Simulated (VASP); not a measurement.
Wanted: the native input for a VASP 6.6.1 run.

```yaml
Task: single point
Functional: PBE
Potentials_or_basis: VASP PAW PBE potentials, release 64 (C)
Cutoff: 520 eV
k_mesh: 24 × 24 × 12
Occupations: gaussian, width 0.1 eV
Spin: no spin polarisation
Dipole_correction: no
Further_INCAR_settings: ALGO = Normal; EDIFF = 1e-06; NBANDS = 11
```

The structure of C lies in POSCAR:

```
C
1.0
    2.4664962761      0.0000000000      0.0000000000
   -1.2332481380      2.1360484335      0.0000000000
    0.0000000000      0.0000000000      4.4239407652
C
2
Direct
    0.3333333333      0.6666666667      0.5000000000
    0.6666666667      0.3333333333      0.5000000000
```

The cell was built from a structure type or drawn by symmetry, and may not be a known phase.

The input as run:

INCAR

```
PREC = Accurate
ENCUT = 520
EDIFF = 1E-6
ISMEAR = 0
SIGMA = 0.1
LREAL = False
LASPH = True
NELM = 100
ALGO = Normal
ISIF = 2
LWAVE = False
LCHARG = False
GGA = PE
NBANDS = 11
```

KPOINTS

```
Automatic mesh
0
Gamma
  24 24 12
```

Potentials or basis: VASP PAW PBE potentials, release 64 (C).

Run with:

```console
$ cat potpaw_PBE.64/C/POTCAR > POTCAR
$ mpirun -np 1 vasp_std > vasp.out
```

It gave:

| Item | Value |
| --- | --- |
| Pressure | 0.3 GPa |
| Band gap on the k mesh | zero (bands 4 and 5 overlap by 0.20 eV) |

Caveat: this functional lacks dispersion, which binds the layers, so the pressure and a relaxed spacing across them are unreliable.

It took 38 s on 1 thread of Intel(R) Xeon(R) 6975P-C (Granite Rapids) (shared host), peak memory 0.19 GiB.
